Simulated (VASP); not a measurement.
Here is a VASP 6.6.1 calculation.

INCAR

```
SYSTEM = Na
  PREC = Accurate
  ENCUT = 500
  EDIFF = 1E-6
  ISMEAR = -1
  SIGMA = 0.1
  LREAL = .FALSE.
  LASPH = .TRUE.
  NELM = 120
  ALGO = Normal
  ISIF = 2
  LWAVE = .FALSE.
  LCHARG = .FALSE.
  GGA = RE
  NBANDS = 10
  GGA_COMPAT = .FALSE.
```

File KPOINTS:

```
regular mesh
0
G
  10 10 10
  0 0 0
```

The input POSCAR:

```
Na
1.0
    3.4385254501      0.0000000000      0.0000000000
    0.0000000000      3.4385254501      0.0000000000
    0.0000000000      0.0000000000      3.4385254501
Na
1
Direct
    0.0000000000      0.0000000000      0.0000000000
```

Potentials or basis: VASP PAW PBE potentials, release 64 (Na_pv).

Launch:

```sh
$ cat potpaw_PBE.64/Na_pv/POTCAR > POTCAR
$ mpirun -np 1 vasp_std > vasp.out
```

Problem. What does it give for the pressure?

Solution. 0.2 GPa.

Caveat: the PAW data sets were made with another functional, which shifts forces and pressure a little.
